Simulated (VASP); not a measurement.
# KP2Ru2 (I4/mmm) in VASP: a series of runs, part 2 of 2

VASP 6.6.1.

## (4) Single point, LDA

This run uses another cell than the first one, of 20.42 Å³/atom.

Input file INCAR:

```
ALGO = Normal ; EDIFF = 1E-6
ENCUT = 520 ; ISIF = 2
ISMEAR = 1 ; LASPH = True
LCHARG = True ; LELF = True
LREAL = False ; LVHAR = True
LWAVE = False ; NBANDS = 32
NELM = 80 ; PREC = Accurate
SIGMA = 0.1
```

Input file KPOINTS:

```
k-points
0
Gamma
  9 9 9
```

Input file POSCAR:

```
KP2Ru2
1.0
   -2.0182249129      2.0182249129      6.2675305644
    2.0182249129     -2.0182249129      6.2675305644
    2.0182249129      2.0182249129     -6.2675305644
K P Ru
1 2 2
Direct
    0.0000000000      0.0000000000      0.0000000000
    0.3387220000      0.3387220000      0.0000000000
    0.6612780000      0.6612780000      0.0000000000
    0.7500000000      0.2500000000      0.5000000000
    0.2500000000      0.7500000000      0.5000000000
```

Potentials or basis: VASP PAW LDA potentials, release 64 (K_sv, P, Ru_pv).

Command:

```sh
$ cat potpaw_LDA.64/K_sv/POTCAR potpaw_LDA.64/P/POTCAR potpaw_LDA.64/Ru_pv/POTCAR > POTCAR
$ mpirun -np 1 vasp_std > vasp.out
```

OUTCAR:

```text
EDIFF = 1E-6
   ENCUT = 520
   ISIF = 2
   ISMEAR = 1
   LASPH = True
   LREAL = False
   NELM = 80
   PREC = Accurate

 ion  position               nearest neighbor table
   1  0.000  0.000  0.000-
   2  0.339  0.339  0.000-   4 2.30   5 2.30   5 2.30   4 2.30
   3  0.661  0.661  0.000-   4 2.30   5 2.30   5 2.30   4 2.30
   4  0.750  0.250  0.500-   3 2.30   2 2.30   2 2.30   3 2.30   5 2.85   5 2.85   5 2.85   5 2.85

   5  0.250  0.750  0.500-   3 2.30   2 2.30   2 2.30   3 2.30   4 2.85   4 2.85   4 2.85   4 2.85

  LATTYP: Found a body centered tetragonal cell.
 ALAT       =     4.0364498258
 C/A-ratio  =     3.1054668508

  Lattice vectors:

 A1 = (  -2.0182249129,   2.0182249129,   6.2675305644)
 A2 = (   2.0182249129,  -2.0182249129,   6.2675305644)
 A3 = (   2.0182249129,   2.0182249129,  -6.2675305644)

Analysis of symmetry for initial positions (statically):
=====================================================================
 Subroutine PRICEL returns:
 Original cell was already a primitive cell.

 Routine SETGRP: Setting up the symmetry group for a
 body centered tetragonal supercell.

 Subroutine GETGRP returns: Found 16 space group operations
 (whereof 16 operations were pure point group operations)
 out of a pool of 16 trial point group operations.

The static configuration has the point symmetry D_4h.

Analysis of symmetry for dynamics (positions and initial velocities):
=====================================================================
 Subroutine PRICEL returns:
 Original cell was already a primitive cell.

 Routine SETGRP: Setting up the symmetry group for a
 body centered tetragonal supercell.

 Subroutine GETGRP returns: Found 16 space group operations
 (whereof 16 operations were pure point group operations)
 out of a pool of 16 trial point group operations.

[... 124 lines left out ...]
   IMIX   =      4    mixing-type and parameters
     AMIX     =   0.40;   BMIX     =  1.00
     AMIX_MAG =   1.60;   BMIX_MAG =  1.00
  volume/ion in A,a.u.               =      20.42       137.82
  Fermi-wavevector in a.u.,A,eV,Ry     =   1.263986  2.388587 21.737492  1.597661
  Thomas-Fermi vector in A             =   2.397315
   LORBIT       =      0    0 simple, 1 ext, 2 COOP (PROOUT), +10 PAW based schemes
   GGA     = CA    functional components
   LHFCALC =     F    Hartree Fock is set to
   AEXX    =    0.0000 exact exchange contribution
   IVDW    =     0    specifies the selected vdW correction
   LEPSILON=     F    determine dielectric tensor
   LRPA    =     F    only Hartree local field effects (RPA)
 non-spin polarized calculation
 Methfessel and Paxton  Order N= 1 SIGMA  =   0.10
  energy-cutoff  :      520.00
  volume of cell :      102.12
 maximum number of plane-waves:      2779
 NGX is ok and might be reduce to    54
   NGX = 25   NGY = 25   NGZ = 25

 number of electron      46.9999999 magnetization

 Free energy of the ion-electron system (eV)
  ---------------------------------------------------
  ext. energy  EPLUGINS =         0.00000000
  ---------------------------------------------------
  free energy    TOTEN  =       -37.74577986 eV

  energy without entropy =      -37.74691771  energy(sigma->0) =      -37.74615914

 E-fermi :   5.4792     XC(G=0): -10.4066

 val. band max:        5.4736109164   @ k =  -0.1111   0.1111   0.0000
 cond. band min:       5.4999918648   @ k =   0.0000   0.0000   0.0000
 fundamental gap:      0.0263809485
 Fermi energy:         5.4792081177

 k-point     1 :       0.0000    0.0000    0.0000
  band No.  band energies     occupation
      1     -36.9863      2.00000
      2     -36.9863      2.00000
      3     -36.6849      2.00000
      4     -36.6849      2.00000
      5     -36.5729      2.00000
      6     -36.4964      2.00000
[... 829 lines left out ...]
     31      11.6676      0.00000
     32      12.1849      0.00000

 [... further k-points ...]

------------------------ aborting loop because EDIFF is reached ----------------------------------------

  FORCE on cell =-STRESS in cart. coord.  units (eV):
  Direction    XX          YY          ZZ          XY          YZ          ZX
  --------------------------------------------------------------------------------------
  -------------------------------------------------------------------------------------
  Total       -3.5762121     -3.5762121     -2.5682795      0.0000000      0.0000000      0.0000000
  in kB      -56.1097415    -56.1097415    -40.2955685      0.0000000      0.0000000      0.0000000
  external PRESSURE =     -50.8383505 kB  Pullay stress =       0.0000000 kB

 VOLUME and BASIS-vectors are now :
 -----------------------------------------------------------------------------
  energy-cutoff  :      520.00
  volume of cell :      102.12
      direct lattice vectors                 reciprocal lattice vectors
    -2.018224913  2.018224913  6.267530564     0.000000000  0.247742458  0.079776236
     2.018224913 -2.018224913  6.267530564     0.247742458  0.000000000  0.079776236
     2.018224913  2.018224913 -6.267530564     0.247742458  0.247742458  0.000000000

 POSITION                                       TOTAL-FORCE (eV/Angst)
 -----------------------------------------------------------------------------------
      0.00000      0.00000      0.00000         0.000000      0.000000      0.000000
      0.00000      0.00000      4.24590        -0.000000     -0.000000     -0.350582
      0.00000      0.00000      8.28916        -0.000000     -0.000000      0.350582
      0.00000      2.01822      3.13377         0.000000      0.000000      0.000000
      2.01822      0.00000      3.13377         0.000000      0.000000      0.000000
 -----------------------------------------------------------------------------------
    total drift:                               -0.000000      0.000000     -0.000000

  FREE ENERGIE OF THE ION-ELECTRON SYSTEM (eV)
  ---------------------------------------------------
  free  energy   TOTEN  =       -37.7457798590 eV

  energy  without entropy=      -37.7469177075  energy(sigma->0) =      -37.74615914
```

It took 8.6 min on 1 thread of AMD EPYC 9R45 (Zen 5), shared host; peak memory 0.41 GiB.

What came out:

| Property | Result |
| --- | --- |
| Free energy | -37.7458 eV |
| Pressure | -5.1 GPa |
| Largest force | 0.351 eV/Å |
| Band gap on the k mesh | zero (an odd number of electrons rules out a gap without spin polarisation) |

Forces in eV/Å, atoms in the order of the input:
```
K    0.000  0.000  0.000
P    0.000  0.000 -0.351
P    0.000  0.000  0.351
Ru   0.000  0.000  0.000
Ru   0.000  0.000  0.000
```

Levels at points of the mesh, in eV from the Fermi level:
| k point | band 22 | band 23 | band 24 | band 25 | band 26 | band 27 |
| --- | --- | --- | --- | --- | --- | --- |
| (0.00, 0.00, 0.00) | 0.02 | 0.56 | 0.56 | 1.48 | 2.72 | 3.65 |

Caveat: the cell stands under tension.

## (5) Single point, LDA

This run uses another cell than the first one, of 21.03 Å³/atom.

Edit INCAR of step 4 so:

```diff
@@ -6,3 +6,3 @@
 LWAVE = False ; NBANDS = 32
-NELM = 80 ; PREC = Accurate
+NELM = 60 ; PREC = Accurate
 SIGMA = 0.1
```

KPOINTS is that of step 4.

Edit POSCAR of step 4 so:

```diff
@@ -2,5 +2,5 @@
 1.0
-   -2.0182249129      2.0182249129      6.2675305644
-    2.0182249129     -2.0182249129      6.2675305644
-    2.0182249129      2.0182249129     -6.2675305644
+   -2.0380126935      2.0380126935      6.3289808611
+    2.0380126935     -2.0380126935      6.3289808611
+    2.0380126935      2.0380126935     -6.3289808611
 K P Ru
```

Potentials or basis: VASP PAW LDA potentials, release 64 (K_sv, P, Ru_pv).

Command:

```sh
$ cat potpaw_LDA.64/K_sv/POTCAR potpaw_LDA.64/P/POTCAR potpaw_LDA.64/Ru_pv/POTCAR > POTCAR
$ mpirun -np 1 vasp_std > vasp.out
```

OUTCAR:

```text
EDIFF = 1E-6
   ENCUT = 520
   ISIF = 2
   ISMEAR = 1
   LASPH = True
   LREAL = False
   NELM = 60
   PREC = Accurate

 ion  position               nearest neighbor table
   1  0.000  0.000  0.000-
   2  0.339  0.339  0.000-   4 2.33   5 2.33   5 2.33   4 2.33
   3  0.661  0.661  0.000-   5 2.33   4 2.33   4 2.33   5 2.33
   4  0.750  0.250  0.500-   2 2.33   3 2.33   2 2.33   3 2.33   5 2.88   5 2.88   5 2.88   5 2.88

[... 1046 lines left out ...]
  --------------------------------------------------------------------------------------
  -------------------------------------------------------------------------------------
  Total       -5.9624173     -5.9624173     -3.8108297      0.0000000     -0.0000000      0.0000000
  in kB      -90.8500991    -90.8500991    -58.0660900      0.0000000     -0.0000000      0.0000000
  external PRESSURE =     -79.9220961 kB  Pullay stress =       0.0000000 kB

 VOLUME and BASIS-vectors are now :
 -----------------------------------------------------------------------------
  energy-cutoff  :      520.00
  volume of cell :      105.15
      direct lattice vectors                 reciprocal lattice vectors
    -2.038012693  2.038012693  6.328980861     0.000000000  0.245337039  0.079001661
     2.038012693 -2.038012693  6.328980861     0.245337039  0.000000000  0.079001661
     2.038012693  2.038012693 -6.328980861     0.245337039  0.245337039  0.000000000

 POSITION                                       TOTAL-FORCE (eV/Angst)
 -----------------------------------------------------------------------------------
      0.00000      0.00000      0.00000         0.000000      0.000000     -0.000000
      0.00000      0.00000      4.28753        -0.000000     -0.000000     -0.759903
      0.00000      0.00000      8.37043         0.000000      0.000000      0.759903
      0.00000      2.03801      3.16449         0.000000      0.000000      0.000000
      2.03801      0.00000      3.16449         0.000000      0.000000     -0.000000
 -----------------------------------------------------------------------------------
    total drift:                               -0.000000      0.000000     -0.000000

  FREE ENERGIE OF THE ION-ELECTRON SYSTEM (eV)
  ---------------------------------------------------
  free  energy   TOTEN  =       -37.6223786237 eV

  energy  without entropy=      -37.6228890602  energy(sigma->0) =      -37.62254877
```

OSZICAR:

```text
N       E                     dE             d eps       ncg     rms          rms(c)
DAV:   1     0.427498100543E+03    0.42750E+03   -0.25343E+04  4984   0.141E+03
DAV:   2    -0.193044450434E+02   -0.44680E+03   -0.42656E+03  5264   0.415E+02
DAV:   3    -0.385745981499E+02   -0.19270E+02   -0.18775E+02  6384   0.807E+01
DAV:   4    -0.391878706237E+02   -0.61327E+00   -0.61190E+00  7112   0.130E+01
DAV:   5    -0.392053222625E+02   -0.17452E-01   -0.17449E-01  6624   0.185E+00    0.214E+01
DAV:   6    -0.380966846571E+02    0.11086E+01   -0.67238E+00  5560   0.170E+01    0.650E+00
DAV:   7    -0.377608272068E+02    0.33586E+00   -0.20692E+00  5736   0.980E+00    0.626E+00
DAV:   8    -0.376278179359E+02    0.13301E+00   -0.37735E-01  5840   0.405E+00    0.127E+00
DAV:   9    -0.376238297306E+02    0.39882E-02   -0.46883E-02  7672   0.102E+00    0.527E-01
DAV:  10    -0.376223806978E+02    0.14490E-02   -0.72104E-03  6016   0.466E-01    0.133E-01
DAV:  11    -0.376223730558E+02    0.76419E-05   -0.50711E-04  7224   0.119E-01    0.588E-02
DAV:  12    -0.376223804244E+02   -0.73686E-05   -0.35487E-05  6608   0.320E-02    0.228E-02
DAV:  13    -0.376223785440E+02    0.18804E-05   -0.97223E-06  5632   0.176E-02    0.625E-03
DAV:  14    -0.376223786237E+02   -0.79648E-07   -0.15293E-06  4688   0.546E-03
   1 F= -.37622379E+02 E0= -.37622549E+02  d E =0.510436E-03
```

stdout:

```text
POSCAR found type information on POSCAR K P Ru
 POSCAR found :  3 types and       5 ions
 scaLAPACK will be used
 LDA part: xc-table for (Slater(with rela. corr.)+CA(PZ))
 , standard interpolation
 POSCAR, INCAR and KPOINTS ok, starting setup
 FFT: planning ... GRIDC
 FFT: planning ... GRID_SOFT
 FFT: planning ... GRID
 WAVECAR not read
 entering main loop
```

Run time: 8.2 min. Hardware: 1 thread of AMD EPYC 9R45 (Zen 5), shared host; peak memory 0.42 GiB.

Results:

```
Free energy            : -37.6224 eV
Pressure               : -8.0 GPa
Largest force          : 0.760 eV/Å
Band gap on the k mesh : zero (an odd number of electrons rules out a gap without spin polarisation)
```

Forces in eV/Å, atoms in the order of the input:
```
K    0.000  0.000  0.000
P    0.000  0.000 -0.760
P    0.000  0.000  0.760
Ru   0.000  0.000  0.000
Ru   0.000  0.000  0.000
```

Levels at points of the mesh, in eV from the Fermi level:
```tsv
k point	band 22	band 23	band 24	band 25	band 26	band 27
(0.00, 0.00, 0.00)	0.03	0.54	0.54	1.40	2.59	3.67
```

Caveat: the cell stands under tension.

## (6) Overview

```tsv
cell	gap on the mesh (eV)	pressure (GPa)	largest force (eV/Å)
a = 6.748 Å, angles 145.9, 145.9, 49.0°, 5 atoms	none	2.5	0.65
a = 6.818 Å, angles 145.9, 145.9, 49.0°, 5 atoms	none	-1.6	0.12
a = 6.887 Å, angles 145.9, 145.9, 49.0°, 5 atoms	none	-5.1	0.35
a = 6.954 Å, angles 145.9, 145.9, 49.0°, 5 atoms	none	-8.0	0.76
```

Alike in all rows: task single point; level LDA; potentials or basis VASP PAW LDA potentials, release 64 (K_sv, P, Ru_pv); no spin polarisation; k mesh 9 × 9 × 9; cutoff (eV) 520; smearing methfessel-paxton 0.1 eV.

Caveats: the cell stands under tension (at least some runs).

Absolute energies hang on the potentials; compare differences alone.
